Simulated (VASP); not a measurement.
Here is a VASP 6.6.1 calculation.

INCAR

```
  PREC = Accurate
  ENCUT = 600
  EDIFF = 1E-7
  ISMEAR = 1
  SIGMA = 0.1
  LREAL = False
  LASPH = True
  NELM = 80
  ALGO = Normal
  ISIF = 3
  LWAVE = False
  LCHARG = False
  GGA = PS
  IBRION = 2
  NSW = 90
  EDIFFG = -0.005
  KPAR = 4
```

File KPOINTS:

```
regular mesh
0
Gamma
  5 5 5
```

POSCAR

```
Te4Mo3                                  
1.0
    5.0543927273      2.9181570771      3.9108149572
   -5.0543945247      2.9181539639      3.9108149572
    0.0000017974     -5.8363110411      3.9108149572
  Te              Mo            
     8     6
Direct
     0.2894173089413060    0.2894173089413060    0.2894173089413060
     0.7105826910586940    0.7105826910586940    0.7105826910586941
     0.8789929018629680    0.6177487597451921    0.2478822897310410
     0.2478822897310410    0.8789929018629681    0.6177487597451919
     0.6177487597451919    0.2478822897310410    0.8789929018629680
     0.1210070981370317    0.3822512402548082    0.7521177102689592
     0.7521177102689591    0.1210070981370317    0.3822512402548082
     0.3822512402548082    0.7521177102689591    0.1210070981370317
     0.9541803726829237    0.2578427139335994    0.0805357741506499
     0.0805357741506499    0.9541803726829238    0.2578427139335995
     0.2578427139335993    0.0805357741506498    0.9541803726829238
     0.0458196273170761    0.7421572860664005    0.9194642258493495
     0.9194642258493495    0.0458196273170761    0.7421572860664004
     0.7421572860664004    0.9194642258493496    0.0458196273170760
```

Potentials or basis: VASP PAW PBE potentials, release 64 (Te, Mo_sv).

Run with:

```sh
$ cat potpaw_PBE.64/Te/POTCAR potpaw_PBE.64/Mo_sv/POTCAR > POTCAR
$ mpirun -np 4 vasp_std > vasp.out
```

Estimate the relaxed volume.

24.74 Å³/atom.

Predict the relaxed cell.

a = 7.027 Å, b = 7.027 Å, c = 7.027 Å, α = 91.99°, β = 91.99°, γ = 91.99°.

What does it give for the space group after relaxing (to 0.1 Å)?

R-3 (No. 148).

Final structure:
```cif
data_structure
_symmetry_space_group_name_H-M 'P 1'
_symmetry_Int_Tables_number 1
_cell_length_a 7.0268
_cell_length_b 7.0268
_cell_length_c 7.0268
_cell_angle_alpha 91.985
_cell_angle_beta 91.985
_cell_angle_gamma 91.985
_cell_volume 346.32
loop_
_atom_site_label
_atom_site_type_symbol
_atom_site_fract_x
_atom_site_fract_y
_atom_site_fract_z
_atom_site_occupancy
Te1 Te 0.28915 0.28915 0.28915 1
Te2 Te 0.71085 0.71085 0.71085 1
Te3 Te 0.87956 0.61750 0.24778 1
Te4 Te 0.24778 0.87956 0.61750 1
Te5 Te 0.61750 0.24778 0.87956 1
Te6 Te 0.12044 0.38250 0.75222 1
Te7 Te 0.75222 0.12044 0.38250 1
Te8 Te 0.38250 0.75222 0.12044 1
Mo1 Mo 0.95393 0.25755 0.08070 1
Mo2 Mo 0.08070 0.95393 0.25755 1
Mo3 Mo 0.25755 0.08070 0.95393 1
Mo4 Mo 0.04607 0.74245 0.91930 1
Mo5 Mo 0.91930 0.04607 0.74245 1
Mo6 Mo 0.74245 0.91930 0.04607 1
```

Caveat: the PAW data sets were made with another functional, which shifts forces and pressure a little.
